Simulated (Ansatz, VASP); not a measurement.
## Two plane-wave programs on Rh

```
Rh
1.0
     0.00000    1.90155    1.90155
     1.84450    0.00000    1.90155
     1.84450    1.90155    0.00000
Rh
1
Direct
  0.00000 0.00000 0.00000
```

Change from the starting cell: strain -0.0300 x Voigt [1, 0, 0, 0, 0, 0], atoms carried along.

Alike in both runs: task single point; functional PBE; k mesh 22 × 22 × 22; occupations gaussian, width 0.15 eV; no spin polarisation.

|  | VASP | Ansatz |
| --- | --- | --- |
| version | VASP 6.6.1 | Ansatz 0.2.0 |
| potentials or method | VASP PAW PBE potentials, release 64 (Rh_pv), cutoff 520 eV | scalar-relativistic, plane waves, PAW |
| valence electrons in the cell | 15 | 17 |

```tsv
	VASP	Ansatz	Ansatz less VASP
gap on the k mesh at the Fermi level (eV)	none	none	-
pressure (GPa)	15.4	15.4	+0.01
traceless stress, the component that is largest in VASP (GPa)	5.25	5.27	+0.012
```

A gap of «none» marks a metal or a gap that the smearing closes. VASP's potentials hold 15 valence electrons a cell and Ansatz's 17, so a difference there can come from the potentials and not from the codes.
